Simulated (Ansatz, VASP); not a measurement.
**One calculation of SrO, two programs**

INCAR

```
SYSTEM = SrO
PREC = Accurate ; ENCUT = 520
EDIFF = 1E-7 ; ISMEAR = 0
SIGMA = 0.05 ; LREAL = .FALSE.
LASPH = .TRUE. ; NELM = 100
ALGO = Normal ; ISIF = 2
LWAVE = .FALSE. ; LCHARG = .FALSE.
GGA = PE ; NBANDS = 24
```

Contents of KPOINTS:

```
Automatic mesh
0
G
  9 9 4
  0 0 0
```

POSCAR

```
SrO
1.0
    3.5472592105      0.0000000000      0.0000000000
   -1.7736296053      3.0720165901      0.0000000000
    0.0000000000      0.0000000000      6.1908078759
Sr O
2 2
Direct
    0.3333333333      0.6666666667      0.2500000000
    0.6666666667      0.3333333333      0.7500000000
    0.0000000000      0.0000000000      0.0000000000
    0.0000000000      0.0000000000      0.5000000000
```

Input for Ansatz:

```yaml
crystal:
  lattice:
    - [3.5472592105, 0.0, 0.0]
    - [-1.7736296053, 3.0720165901, 0.0]
    - [0.0, 0.0, 6.1908078759]
  atoms:
    - { symbol: Sr, position: [0.3333333333, 0.6666666667, 0.25] }
    - { symbol: Sr, position: [0.6666666667, 0.3333333333, 0.75] }
    - { symbol: O, position: [0.0, 0.0, 0.0] }
    - { symbol: O, position: [0.0, 0.0, 0.5] }
basis:
  ecutwfc: 520.0
kpoints:
  mp_grid: { grid: [9, 9, 4] }
hamiltonian:
  xc: pbe
scf:
  occupations: { method: gaussian, width: 0.05 }
output:
  forces: true
  stress: true
  eigenvalues: true
```

Change from the starting cell: mode 8 frozen in at +0.000 Å, equal normal strain along x, y and z -0.0083.

Alike in both runs: task single point; functional PBE; k mesh 9 × 9 × 4; occupations gaussian, width 0.05 eV; no spin polarisation.

|  | VASP | Ansatz |
| --- | --- | --- |
| version | VASP 6.6.1 | Ansatz 0.2.0 |
| potentials or method | VASP PAW PBE potentials, release 64 (Sr_sv, O), cutoff 520 eV | scalar-relativistic, plane waves, PAW |
| valence electrons in the cell | 32 | 32 |

VASP gave:

| Property | Result |
| --- | --- |
| gap on the k mesh at the Fermi level (eV) | 3.08 |
| least direct gap on the mesh (eV) | 3.11 |
| pressure (GPa) | 2.7 |
| traceless stress, the component that is largest in VASP (GPa) | 0.23 |

Problem. What did Ansatz give for the same quantities?

Solution. gap on the k mesh at the Fermi level (eV): 3.12; least direct gap on the mesh (eV): 3.12; pressure (GPa): 2.2; traceless stress, the component that is largest in VASP (GPa): 0.24.

The functional is the same, so the differences come from potentials, cutoffs and numerics.
